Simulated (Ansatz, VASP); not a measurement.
**Two plane-wave programs on Ga2O3**

POSCAR

```
Ga2O3
1.0
    2.6169174711      1.5108780064      4.4806666158
   -2.6169174711      1.5108780064      4.4806666158
    0.0000000000     -3.0217560128      4.4806666158
Ga O
4 6
Direct
    0.3554023483      0.3554023483      0.3554023483
    0.1445976517      0.1445976517      0.1445976517
    0.6445976517      0.6445976517      0.6445976517
    0.8554023483      0.8554023483      0.8554023483
    0.5536262452      0.9463737548      0.2500000000
    0.2500000000      0.5536262452      0.9463737548
    0.9463737548      0.2500000000      0.5536262452
    0.4463737548      0.0536262452      0.7500000000
    0.7500000000      0.4463737548      0.0536262452
    0.0536262452      0.7500000000      0.4463737548
```

INCAR.step1

```
SYSTEM = Ga2O3
PREC = Accurate
ENCUT = 520
ISMEAR = 0
SIGMA = 0.05
LREAL = .FALSE.
LASPH = .TRUE.
NELM = 60
NBANDS = 55
GGA = PE
ALGO = Normal
EDIFF = 1E-4
LWAVE = .TRUE.
LCHARG = .FALSE.
```

INCAR.step2

```
SYSTEM = Ga2O3
PREC = Accurate
ENCUT = 520
EDIFF = 1E-6
ISMEAR = 0
SIGMA = 0.05
LREAL = .FALSE.
LASPH = .TRUE.
NELM = 60
ALGO = Normal
ISIF = 2
LWAVE = .FALSE.
LCHARG = .FALSE.
METAGGA = R2SCAN
LMIXTAU = .TRUE.
NBANDS = 55
ISTART = 1
```

Contents of KPOINTS:

```
Automatic mesh
0
G
  6 6 6
  0 0 0
```

Input for Ansatz:

```yaml
crystal:
  lattice:
    - [2.6169174711, 1.5108780064, 4.4806666158]
    - [-2.6169174711, 1.5108780064, 4.4806666158]
    - [0.0, -3.0217560128, 4.4806666158]
  atoms:
    - { symbol: Ga, position: [0.3554023483, 0.3554023483, 0.3554023483] }
    - { symbol: Ga, position: [0.1445976517, 0.1445976517, 0.1445976517] }
    - { symbol: Ga, position: [0.6445976517, 0.6445976517, 0.6445976517] }
    - { symbol: Ga, position: [0.8554023483, 0.8554023483, 0.8554023483] }
    - { symbol: O, position: [0.5536262452, 0.9463737548, 0.25] }
    - { symbol: O, position: [0.25, 0.5536262452, 0.9463737548] }
    - { symbol: O, position: [0.9463737548, 0.25, 0.5536262452] }
    - { symbol: O, position: [0.4463737548, 0.0536262452, 0.75] }
    - { symbol: O, position: [0.75, 0.4463737548, 0.0536262452] }
    - { symbol: O, position: [0.0536262452, 0.75, 0.4463737548] }
basis:
  ecutwfc: 500
kpoints:
  mp_grid: { grid: [6, 6, 6] }
hamiltonian:
  xc: r2scan
scf:
  occupations: { method: gaussian, width: 0.05 }
output:
  forces: true
  stress: true
  eigenvalues: true
```

Change from the starting cell: strain +0.050 along x and y, +0.000 along z, atoms carried along.

Alike in both runs: task single point; functional r2SCAN; k mesh 6 × 6 × 6; occupations gaussian, width 0.05 eV; no spin polarisation.

|  | VASP | Ansatz |
| --- | --- | --- |
| version | VASP 6.6.1 | Ansatz 0.2.0 |
| potentials or method | VASP PAW PBE potentials, release 64 (Ga_d, O), cutoff 520 eV | scalar-relativistic, plane waves, PAW |
| valence electrons in the cell | 88 | 88 |

VASP gave:

```
gap on the k mesh at the Fermi level (eV)                     : 2.37
least direct gap on the mesh (eV)                             : 2.51
pressure (GPa)                                                : -18.0
traceless stress, the component that is largest in VASP (GPa) : 9.57
rms of the force components (eV/Å)                            : 0.069
```

Task: What did Ansatz give for the same quantities?

Result: gap on the k mesh at the Fermi level (eV): 2.38; least direct gap on the mesh (eV): 2.51; pressure (GPa): -19.1; traceless stress, the component that is largest in VASP (GPa): 9.75; rms of the force components (eV/Å): 0.076.

VASP's potentials were made for PBE, not for r2SCAN. Atom by atom the forces differ by 0.014 eV/Å (rms over components). The functional is the same, so the differences come from potentials, cutoffs and numerics.
